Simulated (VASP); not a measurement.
# YAl7N8 (Cm) in VASP: single point with PBEsol

Aim: the single point of YAl7N8 with PBEsol.

All numbers are computed with VASP 6.6.1; they aren't measurements. Logs are shortened: lines on timing, memory, paths and dates and some standing lists are left out, and cuts for length are marked.

### 1 The cell of the first run

It takes space group Cm (No. 8, monoclinic). The conventional cell has a = 10.170 Å, b = 6.384 Å, c = 7.506 Å, α = 90.00°, β = 132.16°, γ = 90.00°. Within 2.6 Å of Y (site symmetry m) lie 5 N at 1.87 to 2.60 Å. Al (site symmetry 1) has 4 N at 1.83 to 2.48 Å within 2.5 Å. Al (site symmetry m) has 5 N at 1.84 to 2.58 Å within 2.6 Å. Within 2.5 Å of Al (site symmetry 1) lie 4 N at 1.85 to 2.48 Å. Al (site symmetry m) has 5 N at 1.85 to 2.59 Å within 2.6 Å. Al (site symmetry m) has 4 N at 1.84 to 2.48 Å within 2.5 Å. N (site symmetry m) has 4 Al at 1.85 to 2.58 Å and 1 Y at 2.51 Å within 2.6 Å. N (site symmetry m) has 4 Al at 1.85 to 2.49 Å and 1 Y at 2.60 Å within 2.6 Å.

### 2 Single point, PBEsol (atoms displaced along a vibrational mode)

File INCAR:

```
PREC = Accurate ; ENCUT = 520
EDIFF = 1E-7 ; ISMEAR = 0
SIGMA = 0.01 ; LREAL = Auto
LASPH = True ; NELM = 80
ALGO = Normal ; ISIF = 2
LWAVE = False ; LCHARG = False
GGA = PS ; NBANDS = 50
```

File KPOINTS:

```
regular mesh
0
Gamma
  6 6 6
```

File POSCAR:

```
YAl7N8
1.0
    3.1921404571     -0.0214751083      5.0848961774
    3.1921404571      0.0214751083     -5.0848961774
   -3.1921404571      5.5642344291     -0.0233967361
Y Al N
1 7 8
Direct
    0.1405171200      0.1937970212      0.3343141322
    0.1406324489      0.1940303182      0.8336061645
    0.6395420551      0.6931632498      0.3327052959
    0.6395758553      0.6929737246      0.8336061645
    0.0568576566      0.6095417369      0.1659374716
    0.5563957257      0.1090798060      0.1659374716
    0.0563131337      0.6109895105      0.6673026532
    0.5576477453      0.1092471633      0.6668949176
    0.3866214355      0.9469499704      0.3335713970
    0.8844148797      0.4486910912      0.3331059619
    0.3842527224      0.9497992073      0.8330771348
    0.8832779366      0.4488244214      0.8330771348
    0.3015507784      0.3673061183      0.1648624524
    0.3012736172      0.3690529519      0.6703265781
    0.7975563251      0.8633116651      0.1648624524
    0.8015705645      0.8652420439      0.6668126174
```

Potentials or basis: VASP PAW PBE potentials, release 64 (Y_sv, Al, N).

On the command line:

```sh
cat potpaw_PBE.64/Y_sv/POTCAR potpaw_PBE.64/Al/POTCAR potpaw_PBE.64/N/POTCAR > POTCAR
mpirun -np 1 vasp_std > vasp.out
```

OUTCAR:

```text
PREC = Accurate
   ENCUT = 520
   EDIFF = 1E-7
   ISMEAR = 0
   LREAL = Auto
   LASPH = True
   NELM = 80
   ISIF = 2
   GGA = PS

 ion  position               nearest neighbor table
   1  0.141  0.194  0.334-  13 1.87  15 1.87  14 1.87   9 2.51  10 2.60   5 3.14   6 3.14   8 3.14
                             6 3.15   5 3.15   7 3.16   3 3.19   3 3.19   2 3.20   4 3.20   4 3.21
   2  0.141  0.194  0.834-  14 1.83  13 1.84  16 1.85  11 2.48   8 3.13   6 3.13   7 3.14   7 3.14
                             5 3.15   8 3.15   4 3.19   4 3.20   3 3.20   1 3.20   1 3.21   3 3.21
   3  0.640  0.693  0.333-  15 1.84  13 1.84  16 1.86  10 2.49   6 3.13   5 3.13   7 3.13   5 3.15
                             6 3.15   8 3.15   1 3.19   1 3.19   2 3.20   4 3.20   4 3.21   2 3.21
   4  0.640  0.693  0.834-  14 1.83  15 1.84  16 1.85  12 2.48   8 3.13   5 3.13   7 3.14   7 3.14
                             6 3.15   8 3.15   2 3.19   2 3.20   3 3.20   1 3.20   1 3.21   3 3.21
   5  0.057  0.610  0.166-   9 1.85  10 1.85  12 1.85  13 2.48   3 3.13   4 3.13   1 3.14   1 3.15
                             3 3.15   2 3.15   6 3.19   6 3.20   7 3.20   8 3.20   8 3.21   7 3.21
   6  0.556  0.109  0.166-   9 1.85  10 1.85  11 1.85  15 2.48   3 3.13   2 3.13   1 3.14   1 3.15
                             3 3.15   4 3.15   5 3.19   5 3.20   7 3.20   8 3.20   8 3.21   7 3.21
   7  0.056  0.611  0.667-  12 1.85  11 1.85  10 1.86  14 2.48   3 3.13   2 3.14   4 3.14   4 3.14
                             2 3.14   1 3.16   8 3.19   8 3.19   6 3.20   5 3.20   5 3.21   6 3.21
   8  0.558  0.109  0.667-  11 1.84  12 1.84   9 1.85  16 2.48   4 3.13   2 3.13   1 3.14   2 3.15
                             4 3.15   3 3.15   7 3.19   7 3.19   5 3.20   6 3.20   6 3.21   5 3.21
   9  0.387  0.947  0.334-   6 1.85   5 1.85   8 1.85   1 2.51
  10  0.884  0.449  0.333-   5 1.85   6 1.85   7 1.86   3 2.49   1 2.60
  11  0.384  0.950  0.833-   8 1.84   7 1.85   6 1.85   2 2.48
  12  0.883  0.449  0.833-   8 1.84   7 1.85   5 1.85   4 2.48
  13  0.302  0.367  0.165-   3 1.84   2 1.84   1 1.87   5 2.48
  14  0.301  0.369  0.670-   2 1.83   4 1.83   1 1.87   7 2.48
  15  0.798  0.863  0.165-   3 1.84   4 1.84   1 1.87   6 2.48
  16  0.802  0.865  0.667-   4 1.85   2 1.85   3 1.86   8 2.48

  LATTYP: Found a base centered monoclinic cell.
 ALAT       =    10.1698830505
 B/A-ratio  =     0.6277634544
 C/A-ratio  =     0.7380676204
 COS(beta)  =    -0.6711969762

  Lattice vectors:

 A1 = (   3.1921404571,   0.0214751083,  -5.0848961774)
 A2 = (  -3.1921404571,   0.0214751083,  -5.0848961774)
 A3 = (   0.0000000000,   5.5427593208,   5.0614994413)

Analysis of symmetry for initial positions (statically):
=====================================================================
 Subroutine PRICEL returns:
 Original cell was already a primitive cell.

 Routine SETGRP: Setting up the symmetry group for a
 base centered monoclinic supercell.

 Subroutine GETGRP returns: Found  2 space group operations
[... 161 lines left out ...]
   EFERMI_NEDOS =   21; number of points for ismear=-14 and -15
   IALGO  =     38    algorithm
   IMIX   =      4    mixing-type and parameters
     AMIX     =   0.40;   BMIX     =  1.00
     AMIX_MAG =   1.60;   BMIX_MAG =  1.00
  volume/ion in A,a.u.               =      11.29        76.18
  Fermi-wavevector in a.u.,A,eV,Ry     =   1.204819  2.276777 19.750058  1.451588
  Thomas-Fermi vector in A             =   2.340533
   LORBIT       =      0    0 simple, 1 ext, 2 COOP (PROOUT), +10 PAW based schemes
   GGA     = PS    functional components
   LHFCALC =     F    Hartree Fock is set to
   AEXX    =    0.0000 exact exchange contribution
   IVDW    =     0    specifies the selected vdW correction
   LEPSILON=     F    determine dielectric tensor
   LRPA    =     F    only Hartree local field effects (RPA)
 non-spin polarized calculation
 Gauss-broadening in eV      SIGMA  =   0.01
  energy-cutoff  :      520.00
  volume of cell :      180.63
 maximum number of plane-waves:      4892
 NGX is ok and might be reduce to    48
   NGX = 23   NGY = 23   NGZ = 23

 number of electron      72.0000003 magnetization

 Free energy of the ion-electron system (eV)
  ---------------------------------------------------
  ext. energy  EPLUGINS =         0.00000000
  ---------------------------------------------------
  free energy    TOTEN  =      -120.59181953 eV

  energy without entropy =     -120.59181953  energy(sigma->0) =     -120.59181953

 E-fermi :   6.3347     XC(G=0): -10.9717

 val. band max:        6.2675473043   @ k =   0.0000   0.0000   0.0000
 cond. band min:       8.3653478989   @ k =   0.0000   0.0000   0.0000
 fundamental gap:      2.0978005946
 Fermi energy:         6.3347051328

 k-point     1 :       0.0000    0.0000    0.0000
  band No.  band energies     occupation
      1     -32.3731      2.00000
      2     -14.1073      2.00000
      3     -14.0873      2.00000
      4     -12.8019      2.00000
      5      -9.3674      2.00000
      6      -7.8431      2.00000
[... 1213 lines left out ...]
     47      13.0311      0.00000
     48      13.4480      0.00000

 [... further k-points ...]

 [bands above 48 left out]

------------------------ aborting loop because EDIFF is reached ----------------------------------------

  FORCE on cell =-STRESS in cart. coord.  units (eV):
  Direction    XX          YY          ZZ          XY          YZ          ZX
  --------------------------------------------------------------------------------------
  -------------------------------------------------------------------------------------
  Total       27.1977387     24.8531878    -13.8162309      0.0000000      0.8362401     -0.0000000
  in kB      241.2412637    220.4453280   -122.5486075      0.0000000      7.4173673     -0.0000000
  external PRESSURE =     113.0459947 kB  Pullay stress =       0.0000000 kB

 VOLUME and BASIS-vectors are now :
 -----------------------------------------------------------------------------
  energy-cutoff  :      520.00
  volume of cell :      180.63
      direct lattice vectors                 reciprocal lattice vectors
     3.192140457 -0.021475108  5.084896177     0.156634712  0.090274689  0.098711683
     3.192140457  0.021475108 -5.084896177     0.156634712  0.089447746 -0.097952659
    -3.192140457  5.564234429 -0.023396736     0.000000000  0.179722435  0.000759024

 POSITION                                       TOTAL-FORCE (eV/Angst)
 -----------------------------------------------------------------------------------
      0.00000      1.86135     -0.27874         0.000000      0.307825      0.827335
     -1.59270      4.63953     -0.29103         0.583553      0.411885      0.251829
      3.19214      1.85240     -0.28044         0.000000     -0.576436      0.126141
      1.59270      4.63953     -0.29103        -0.583553      0.411885      0.251829
      1.59754      0.93518     -2.81422        -0.007871     -0.292250      0.335626
      1.59460      0.91371      2.27067         0.007871     -0.292250      0.335626
[... 8 lines left out ...]
      4.77546      0.91875     -0.33822        -6.981538     -4.149957     -0.494582
      3.19214      3.71167     -0.33936         0.000000     -0.153637     -0.259148
 -----------------------------------------------------------------------------------
    total drift:                               -0.000026      0.013483     -0.006144

  FREE ENERGIE OF THE ION-ELECTRON SYSTEM (eV)
  ---------------------------------------------------
  free  energy   TOTEN  =      -120.5918195318 eV

  energy  without entropy=     -120.5918195318  energy(sigma->0) =     -120.59181953
```

stdout:

```text
POSCAR found type information on POSCAR Y AlN
 POSCAR found :  3 types and      16 ions
 scaLAPACK will be used
 -----------------------------------------------------------------------------
|                                                                             |
|                                                                             |
|     You enforced a specific xc type in the INCAR file but a different       |
|     I HOPE YOU KNOW WHAT YOU ARE DOING!                                     |
|                                                                             |
 -----------------------------------------------------------------------------

 LDA part: xc-table for (Slater+PW92), standard interpolation
 POSCAR, INCAR and KPOINTS ok, starting setup
 FFT: planning ... GRIDC
 FFT: planning ... GRID_SOFT
 FFT: planning ... GRID
 WAVECAR not read
 entering main loop
```

Wall time 13 min (1 thread of Intel Xeon 6975P-C (Granite Rapids), shared host); peak memory 0.57 GiB.

Results:

```
Free energy            : -120.5918 eV
Pressure               : 11.3 GPa
Largest force          : 8.137 eV/Å
Band gap on the k mesh : 2.10 eV
```

Forces in eV/Å, atoms in the order of the input:
```
Y    0.000  0.308  0.827
Al   0.584  0.412  0.252
Al   0.000 -0.576  0.126
Al  -0.584  0.412  0.252
Al  -0.008 -0.292  0.336
Al   0.008 -0.292  0.336
Al   0.000  0.117  0.245
Al   0.000  0.141  0.438
N    0.000  0.110 -0.035
N    0.000  0.146 -0.301
N   -0.037  0.058 -0.309
N    0.037  0.058 -0.309
N    6.982 -4.150 -0.495
N    0.000  7.853 -0.610
N   -6.982 -4.150 -0.495
N    0.000 -0.154 -0.259
```

Caveat: the cell differs from its parent crystal (atoms displaced along a vibrational mode); the cell stands under pressure; the PAW data sets were made with another functional, which shifts forces and pressure a little. A k mesh can miss the band edges.
